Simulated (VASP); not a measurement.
Input of a VASP 6.6.1 run:

Contents of INCAR:

```
SYSTEM = Sb
  PREC = Accurate
  ENCUT = 520
  EDIFF = 1E-8
  ISMEAR = -1
  SIGMA = 0.03
  LREAL = .False.
  LASPH = .True.
  NELM = 60
  ALGO = Normal
  ISIF = 2
  LWAVE = .False.
  LCHARG = .False.
  GGA = PS
  LEFG = .True.
  NBANDS = 8
```

The input KPOINTS:

```
Automatic mesh
0
Gamma
  14 14 14
  0 0 0
```

POSCAR

```
Sb
1.0
    0.0000000000      2.2972909123      2.2972909123
    2.2972909123      0.0000000000      2.2972909123
    2.2972909123      2.2972909123      0.0000000000
Sb
1
Direct
    0.0000000000      0.0000000000      0.0000000000
```

Potentials or basis: VASP PAW PBE potentials, release 64 (Sb).

Launch:

```sh
$ cat potpaw_PBE.64/Sb/POTCAR > POTCAR
$ mpirun -np 1 vasp_std > vasp.out
```

Task: What does it give for the pressure?

Result: 6.1 GPa.

Caveat: without QUAD_EFG the Cq values of the log hold for a quadrupole moment of 1 mb, not for the nuclei; the PAW data sets were made with another functional, which shifts forces and pressure a little.
